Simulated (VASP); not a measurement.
# Re (R-3m) in VASP: further runs, part 2 of 2

VASP 6.6.1. The steps go on from the part before.

## Step 3: Single point, PBEsol (14.67 Å³/atom)

This run uses another cell than the first one, of 14.67 Å³/atom.

INCAR

```
  ALGO = Normal
  EDIFF = 1E-6
  ENCUT = 520
  GGA = PS
  ISIF = 2
  ISMEAR = -1
  LASPH = True
  LCHARG = False
  LREAL = False
  LWAVE = False
  NBANDS = 18
  NELM = 60
  PREC = Accurate
  SIGMA = 0.05
```

KPOINTS

```
k-points
0
Gamma
  15 15 15
```

POSCAR

```
Re
1.0
    1.3792946123      0.7963361157      6.6762045496
   -1.3792946123      0.7963361157      6.6762045496
    0.0000000000     -1.5926722314      6.6762045496
Re
3
Direct
    0.0000000000      0.0000000000      0.0000000000
    0.2221738800      0.2221738800      0.2221738800
    0.7778261200      0.7778261200      0.7778261200
```

Potentials or basis: VASP PAW PBE potentials, release 64 (Re).

Run with:

```sh
$ cat potpaw_PBE.64/Re/POTCAR > POTCAR
$ mpirun -np 1 vasp_std > vasp.out
```

OUTCAR:

```text
EDIFF = 1E-6
   ENCUT = 520
   GGA = PS
   ISIF = 2
   ISMEAR = -1
   LASPH = True
   LREAL = False
   NELM = 60
   PREC = Accurate

 ion  position               nearest neighbor table
   1  0.000  0.000  0.000-   3 2.74   2 2.74   3 2.74   3 2.74   2 2.74   2 2.74
   2  0.222  0.222  0.222-   3 2.74   3 2.74   3 2.74   1 2.74   1 2.74   1 2.74
   3  0.778  0.778  0.778-   2 2.74   2 2.74   2 2.74   1 2.74   1 2.74   1 2.74

  LATTYP: Found a trigonal (rhomboedric) cell.
 ALAT       =     6.8635495208
 COS(alpha) =     0.9192306603

  Lattice vectors:

 A1 = (   1.3792946123,   0.7963361157,   6.6762045496)
 A2 = (  -1.3792946123,   0.7963361157,   6.6762045496)
 A3 = (   0.0000000000,  -1.5926722314,   6.6762045496)

Analysis of symmetry for initial positions (statically):
=====================================================================
 Subroutine PRICEL returns:
 Original cell was already a primitive cell.

 Routine SETGRP: Setting up the symmetry group for a
[... 161 lines left out ...]

 Free energy of the ion-electron system (eV)
  ---------------------------------------------------
  ext. energy  EPLUGINS =         0.00000000
  ---------------------------------------------------
  free energy    TOTEN  =       -40.08001775 eV

  energy without entropy =      -40.05966063  energy(sigma->0) =      -40.06983919

 E-fermi :   7.8469     XC(G=0): -13.8373

 val. band max:        7.8454590831   @ k =  -0.4000   0.3333   0.0667
 cond. band min:       7.8483939204   @ k =   0.3333   0.1333   0.0667
 fundamental gap:      0.0029348373
 Fermi energy:         7.8469110400

 k-point     1 :       0.0000    0.0000    0.0000
  band No.  band energies     occupation
      1      -2.1631      2.00000
      2       0.9158      2.00000
      3       0.9785      2.00000
      4       5.8675      2.00000
      5       5.8675      2.00000
      6       6.0143      2.00000
[... 481 lines left out ...]
      5       4.5202      2.00000
      6       5.0828      2.00000
[... 10 lines left out ...]
     17      11.6939      0.00000
     18      12.6879      0.00000

 [... further k-points ...]
[... 5 lines left out ...]
  --------------------------------------------------------------------------------------
  -------------------------------------------------------------------------------------
  Total       -0.6842048     -0.6842048     -0.9690709      0.0000000     -0.0000000      0.0000000
  in kB      -24.9150834    -24.9150834    -35.2883862      0.0000000     -0.0000000      0.0000000
  external PRESSURE =     -28.3728510 kB  Pullay stress =       0.0000000 kB

 VOLUME and BASIS-vectors are now :
 -----------------------------------------------------------------------------
  energy-cutoff  :      520.00
  volume of cell :       44.00
      direct lattice vectors                 reciprocal lattice vectors
     1.379294612  0.796336116  6.676204550     0.362504135  0.209291860  0.049928568
    -1.379294612  0.796336116  6.676204550    -0.362504135  0.209291860  0.049928568
     0.000000000 -1.592672231  6.676204550     0.000000000 -0.418583720  0.049928568

 POSITION                                       TOTAL-FORCE (eV/Angst)
 -----------------------------------------------------------------------------------
      0.00000      0.00000      0.00000         0.000000      0.000000     -0.000000
      0.00000      0.00000      4.44983         0.000000      0.000000     -0.030326
      0.00000      0.00000     15.57878         0.000000     -0.000000      0.030326
 -----------------------------------------------------------------------------------
    total drift:                                0.000000     -0.000000     -0.000000

  FREE ENERGIE OF THE ION-ELECTRON SYSTEM (eV)
  ---------------------------------------------------
  free  energy   TOTEN  =       -40.0800177453 eV

  energy  without entropy=      -40.0596606259  energy(sigma->0) =      -40.06983919
```

OSZICAR:

```text
N       E                     dE             d eps       ncg     rms          rms(c)
DAV:   1     0.703419556601E+02    0.70342E+02   -0.96862E+03 23808   0.139E+03
DAV:   2    -0.340800386166E+02   -0.10442E+03   -0.95385E+02 22970   0.404E+02
DAV:   3    -0.418202593026E+02   -0.77402E+01   -0.66909E+01 19936   0.219E+02
DAV:   4    -0.423398353234E+02   -0.51958E+00   -0.48607E+00 21138   0.366E+01
DAV:   5    -0.423596914650E+02   -0.19856E-01   -0.19525E-01 20710   0.621E+00    0.548E+01
DAV:   6    -0.406655504756E+02    0.16941E+01   -0.16668E+00 20776   0.306E+01    0.224E+01
DAV:   7    -0.402218351675E+02    0.44372E+00   -0.19024E+00 24482   0.306E+01    0.279E+00
DAV:   8    -0.400937123132E+02    0.12812E+00   -0.56252E-01 23768   0.154E+01    0.525E-01
DAV:   9    -0.400812359165E+02    0.12476E-01   -0.22763E-02 19536   0.122E+00    0.220E-01
DAV:  10    -0.400800693355E+02    0.11666E-02   -0.16713E-03 22924   0.873E-01    0.108E-01
DAV:  11    -0.400800436669E+02    0.25669E-04   -0.78924E-05 20762   0.931E-02    0.653E-02
DAV:  12    -0.400800177492E+02    0.25918E-04   -0.52942E-05 19634   0.886E-02    0.817E-03
DAV:  13    -0.400800177453E+02    0.39213E-08   -0.78033E-07  9256   0.259E-02
   1 F= -.40080018E+02 E0= -.40069839E+02  d E =-.203571E-01
```

It took 16 min on 1 thread of AMD EPYC 9R45 (Zen 5), shared host; peak memory 0.52 GiB.

What came out:

```
Free energy            : -40.0800 eV
Pressure               : -2.8 GPa
Largest force          : 0.030 eV/Å
Band gap on the k mesh : zero (an odd number of electrons rules out a gap without spin polarisation)
```

Forces on the atoms (eV/Å):
```
Re   0.000  0.000  0.000
Re   0.000  0.000 -0.030
Re   0.000  0.000  0.030
```

Levels at points of the mesh, in eV from the Fermi level:
| k point | band 8 | band 9 | band 10 | band 11 | band 12 | band 13 |
| --- | --- | --- | --- | --- | --- | --- |
| (0.00, 0.00, 0.00) | -1.64 | -1.57 | -1.57 | -1.17 | -1.17 | 0.55 |

Caveat: the PAW data sets were made with another functional, which shifts forces and pressure a little; spin-orbit coupling is left out, which moves the levels of the heavy elements.

## Step 4: Single point, PBEsol (15.11 Å³/atom)

This run uses another cell than the first one, of 15.11 Å³/atom.

INCAR

```
SYSTEM = Re
ALGO = Normal ; EDIFF = 1E-6
ENCUT = 520 ; GGA = PS
ISIF = 2 ; ISMEAR = -1
LASPH = .TRUE. ; LCHARG = .TRUE.
LELF = .TRUE. ; LREAL = .FALSE.
LVHAR = .TRUE. ; LWAVE = .FALSE.
NBANDS = 18 ; NELM = 60
PREC = Accurate ; SIGMA = 0.05
```

KPOINTS

```
k-points
0
G
  15 15 15
  0 0 0
```

POSCAR

```
Re
1.0
    1.3930884735      0.8043000052      6.7429710243
   -1.3930884735      0.8043000052      6.7429710243
    0.0000000000     -1.6086000104      6.7429710243
Re
3
Direct
    0.0000000000      0.0000000000      0.0000000000
    0.2221738800      0.2221738800      0.2221738800
    0.7778261200      0.7778261200      0.7778261200
```

Run with:

```sh
$ cat potpaw_PBE.64/Re/POTCAR > POTCAR
$ mpirun -np 1 vasp_std > vasp.out
```

Wall time 17 min (1 thread of AMD EPYC 9R45 (Zen 5), shared host); peak memory 0.51 GiB.

The run converged. Its results:

```
Free energy            : -40.0112 eV
Pressure               : -13.7 GPa
Largest force          : 0.020 eV/Å
Band gap on the k mesh : zero (an odd number of electrons rules out a gap without spin polarisation)
```

Forces in eV/Å, atoms in the order of the input:
```
Re   0.000  0.000  0.000
Re   0.000  0.000 -0.020
Re   0.000  0.000  0.020
```

Stress tensor (GPa, compression positive):
```
-13.31   0.00   0.00
  0.00 -13.31   0.00
  0.00   0.00 -14.36
```

Levels at points of the mesh, in eV from the Fermi level:
```csv
k point,band 8,band 9,band 10,band 11,band 12,band 13
"(0.00, 0.00, 0.00)",-1.57,-1.49,-1.49,-1.12,-1.12,0.53
```

Caveat: the cell stands under tension; the PAW data sets were made with another functional, which shifts forces and pressure a little; spin-orbit coupling is left out, which moves the levels of the heavy elements.

## Step 5: Single point, PBEsol (15.70 Å³/atom)

This run uses another cell than the first one, of 15.70 Å³/atom.

INCAR

```
  ALGO = Normal
  EDIFF = 1E-7
  ENCUT = 520
  GGA = PS
  ISIF = 2
  ISMEAR = -1
  LASPH = T
  LCHARG = T
  LELF = T
  LREAL = F
  LVHAR = T
  LWAVE = F
  NBANDS = 18
  NELM = 60
  PREC = Accurate
  SIGMA = 0.05
```

KPOINTS

```
k-points
0
Gamma
  15 15 15
```

POSCAR

```
Re
1.0
    1.4110657914      0.8146792145      6.8299866994
   -1.4110657914      0.8146792145      6.8299866994
    0.0000000000     -1.6293584291      6.8299866994
Re
3
Direct
    0.0000000000      0.0000000000      0.0000000000
    0.2221738800      0.2221738800      0.2221738800
    0.7778261200      0.7778261200      0.7778261200
```

Run with:

```sh
$ cat potpaw_PBE.64/Re/POTCAR > POTCAR
$ mpirun -np 1 vasp_std > vasp.out
```

Run time: 20 min. Hardware: 1 thread of AMD EPYC 9R45 (Zen 5), shared host; peak memory 0.52 GiB.

The run converged. Its results:

| Quantity | Value |
| --- | --- |
| Free energy | -39.7929 eV |
| Pressure | -25.5 GPa |
| Largest force | 0.006 eV/Å |
| Band gap on the k mesh | zero (an odd number of electrons rules out a gap without spin polarisation) |

Forces in eV/Å, atoms in the order of the input:
```
Re   0.000  0.000  0.000
Re   0.000  0.000 -0.006
Re   0.000  0.000  0.006
```

Stress tensor (GPa, compression positive):
```
-25.13   0.00   0.00
  0.00 -25.13   0.00
  0.00   0.00 -26.22
```

Levels at points of the mesh, in eV from the Fermi level:
```tsv
k point	band 6	band 7	band 8	band 9	band 10	band 11	band 12	band 13	band 14	band 15
(0.00, 0.00, 0.00)	-1.76	-1.71	-1.48	-1.40	-1.40	-1.05	-1.05	0.50	0.50	2.37
```

Caveat: the cell stands under tension; the PAW data sets were made with another functional, which shifts forces and pressure a little; spin-orbit coupling is left out, which moves the levels of the heavy elements.

## Step 6: The runs side by side

| cell | gap on the mesh (eV) | pressure (GPa) | largest force (eV/Å) |
| --- | --- | --- | --- |
| a = 6.794 Å, angles 23.2°, 3 atoms | none | 10.0 | 0.04 |
| a = 6.864 Å, angles 23.2°, 3 atoms | none | -2.8 | 0.03 |
| a = 6.932 Å, angles 23.2°, 3 atoms | none | -13.7 | 0.02 |
| a = 7.022 Å, angles 23.2°, 3 atoms | none | -25.5 | 0.01 |

Alike in all rows: task single point; level PBEsol; potentials or basis VASP PAW PBE potentials, release 64 (Re); no spin polarisation; k mesh 15 × 15 × 15; cutoff (eV) 520; smearing fermi-dirac 0.05 eV.

Caveats: the PAW data sets were made with another functional, which shifts forces and pressure a little; spin-orbit coupling is left out, which moves the levels of the heavy elements; the cell stands under tension (at least some runs); the cell stands under pressure (at least some runs).

Absolute energies hang on the potentials; compare differences alone.
